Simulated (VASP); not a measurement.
A run of VASP 6.6.1 is set up as follows.

INCAR

```
SYSTEM = Ge
PREC     = Accurate       ! precision mode
ENCUT    = 500            ! plane-wave cutoff, eV
EDIFF    = 1E-6           ! SCF threshold, eV
ISMEAR   = 1              ! smearing method
SIGMA    = 0.1            ! smearing width, eV
LREAL    = .False.        ! projectors in reciprocal space
LASPH    = .True.         ! aspherical terms in the spheres
NELM     = 120            ! most SCF steps
ALGO     = Normal         ! electronic algorithm
ISIF     = 2              ! what is computed and relaxed
LWAVE    = .False.        ! write WAVECAR
LCHARG   = .False.        ! write CHGCAR
GGA      = PS             ! functional
NBANDS   = 36             ! bands
GGA_COMPAT= .False.
```

The input KPOINTS:

```
regular mesh
0
Gamma
  7 7 3
  0 0 0
```

POSCAR

```
Ge
1.0
    4.0504000000      0.0000000000      0.0000000000
   -2.0252000000      3.5077492955      0.0000000000
    0.0000000000      0.0000000000     10.9933600000
Ge
4
Direct
    0.0000000000      0.0000000000      0.9774500000
    0.0000000000      0.0000000000      0.4774500000
    0.3333333333      0.6666666667      0.9148500000
    0.6666666667      0.3333333333      0.4148500000
```

Potentials or basis: VASP PAW PBE potentials, release 64 (Ge_d).

Launch:

```bash
$ cat potpaw_PBE.64/Ge_d/POTCAR > POTCAR
$ mpirun -np 1 vasp_std > vasp.out
```

**Question.** What does it give for the largest force?

**Answer.** 0.180 eV/Å.

**Question.** What does it give for the pressure?

**Answer.** -1.7 GPa.

**Question.** What does it give for the band gap on the k mesh?

**Answer.** 0.73 eV, indirect (least direct gap 0.80 eV).

Stress tensor (GPa, compression positive):
```
-2.16  0.00  0.00
 0.00 -2.16  0.00
 0.00  0.00 -0.70
```

Caveat: the PAW data sets were made with another functional, which shifts forces and pressure a little. A k mesh can miss the band edges.
